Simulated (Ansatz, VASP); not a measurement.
**Rb4SrSn: VASP beside Ansatz**

The input INCAR:

```
SYSTEM = Rb4SrSn
  ALGO = Normal
  EDIFF = 1E-7
  EDIFFG = -0.04
  ENCUT = 600
  GGA = PE
  IBRION = 2
  ISIF = 3
  ISMEAR = 0
  LASPH = .TRUE.
  LCHARG = .FALSE.
  LREAL = .FALSE.
  LWAVE = .FALSE.
  NELM = 100
  NSW = 90
  PREC = Accurate
  SIGMA = 0.1
```

File KPOINTS:

```
k-points
0
G
  4 4 4
  0 0 0
```

The input POSCAR:

```
Rb4SrSn
1.0
    0.0000000000      4.8310935400      4.8310935400
    4.8310935400      0.0000000000      4.8310935400
    4.8310935400      4.8310935400      0.0000000000
Rb Sr Sn
4 1 1
Direct
    0.3749076300      0.8752771000      0.3749076300
    0.3749076300      0.3749076300      0.3749076300
    0.8752771000      0.3749076300      0.3749076300
    0.3749076300      0.3749076300      0.8752771000
    0.7500000000      0.7500000000      0.7500000000
    0.0000000000      0.0000000000      0.0000000000
```

Input for Ansatz:

```yaml
crystal:
  lattice:
    - [0.0, 4.83109354, 4.83109354]
    - [4.83109354, 0.0, 4.83109354]
    - [4.83109354, 4.83109354, 0.0]
  atoms:
    - { symbol: Rb, position: [0.37490763, 0.8752771, 0.37490763] }
    - { symbol: Rb, position: [0.37490763, 0.37490763, 0.37490763] }
    - { symbol: Rb, position: [0.8752771, 0.37490763, 0.37490763] }
    - { symbol: Rb, position: [0.37490763, 0.37490763, 0.8752771] }
    - { symbol: Sr, position: [0.75, 0.75, 0.75] }
    - { symbol: Sn, position: [0.0, 0.0, 0.0] }
basis:
  ecutwfc: 420
kpoints:
  mp_grid: { grid: [4, 4, 4] }
hamiltonian:
  xc: pbe
scf:
  occupations: { method: gaussian, width: 0.1 }
  lower_state_search: "off"
output:
  forces: true
  stress: true
  eigenvalues: true
relax:
  adjacent_minimum: "off"
  f_tol: 0.04
  max_steps: 70
  cell: { stress_tol: 0.4 }
```

Change from the starting cell: species swapped into the TbHoCo4 type (F-43m, No. 216).

Alike in both runs: task relaxation of cell and atoms; functional PBE; k mesh 4 × 4 × 4; occupations gaussian, width 0.1 eV; no spin polarisation.

|  | VASP | Ansatz |
| --- | --- | --- |
| version | VASP 6.6.1 | Ansatz 0.2.0 |
| potentials or method | VASP PAW PBE potentials, release 64 (Rb_sv, Sr_sv, Sn_d), cutoff 600 eV | scalar-relativistic, plane waves, PAW |
| valence electrons in the cell | 60 | 60 |

|  | VASP | Ansatz | Ansatz less VASP |
| --- | --- | --- | --- |
| gap on the k mesh at the Fermi level, each at its own relaxed structure (eV) | none | none | - |
| relaxed volume (Å³/atom) | 57.83 | 58.08 | +0.249 |
| relaxed cell length with the largest relative difference (Å) | 7.888 | 7.899 | +0.0113 |

A gap of «none» marks a metal or a gap that the smearing closes.

Noted on VASP's run: the volume moved by over 15 % at a fixed basis, so the end points are rough.
